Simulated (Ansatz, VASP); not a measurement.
Cd: VASP beside Ansatz

```
Cd
1.0
     2.88780    0.00000    0.00000
    -1.44390    2.50091    0.00000
     0.00000    0.00000    5.64940
Cd
2
Direct
  0.33333 0.66667 0.25000
  0.66667 0.33333 0.75000
```

Alike in both runs: task single point; functional PBEsol; k mesh 20 × 20 × 9; occupations fermi-dirac, width 0.1 eV; no spin polarisation.

```csv
,VASP,Ansatz
version,VASP 6.6.1,Ansatz 0.2.0
potentials or method,"VASP PAW PBE potentials, release 64 (Cd_sv_GW), cutoff 630 eV","plane waves (420 eV) with PAW, scalar-relativistic"
valence electrons in the cell,40,40
```

Ansatz gave:

```
pressure (GPa)                                                : 2.9
traceless stress, the component that is largest in VASP (GPa) : -1.56
```

**Question.** Which values does VASP return?

**Answer.** Pressure (GPa): 2.6; traceless stress, the component that is largest in VASP (GPa): -1.56.

VASP's potentials were made for PBE, not for PBEsol, and Ansatz warns of the same on its side.
